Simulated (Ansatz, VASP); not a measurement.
**Two plane-wave programs on Pt**

```xyz
5
Lattice="2.7717 0.0000 0.0000 0.0000 3.9197 0.0000 0.0000 0.0000 21.5433" Properties=species:S:1:pos:R:3 pbc="T T T"
Pt    0.0000    0.0000    8.1332
Pt    1.3858    1.9599    9.3014
Pt    0.0000    0.0000   10.7717
Pt    1.3858    1.9599   12.2419
Pt    0.0000    0.0000   13.4101
```

Alike in both runs: functional PBEsol; k mesh 12 × 9 × 1; occupations fermi-dirac, width 0.1 eV; no spin polarisation.

Ansatz relaxed the structure, and its values are those at the end. VASP's run is a single point on that final structure, the one shown.

|  | VASP | Ansatz |
| --- | --- | --- |
| version | VASP 6.6.1 | Ansatz 0.2.0 |
| potentials or method | VASP PAW PBE potentials, release 64 (Pt) | PAW with Ansatz's default frozen-core files, scalar-relativistic |
| plane-wave cutoff (eV) | 520 | 420 |
| valence electrons in the cell | 50 | 90 |

```csv
,VASP,Ansatz,Ansatz less VASP
rms of the force components (eV/Å),0.009,0.000,-0.0086
```

VASP's potentials were made for PBE, not for PBEsol. VASP's potentials hold 50 valence electrons a cell and Ansatz's 90, so a difference there can come from the potentials and not from the codes. Ansatz's warnings: stress scf threshold loose.

Neither program's run includes spin-orbit coupling.
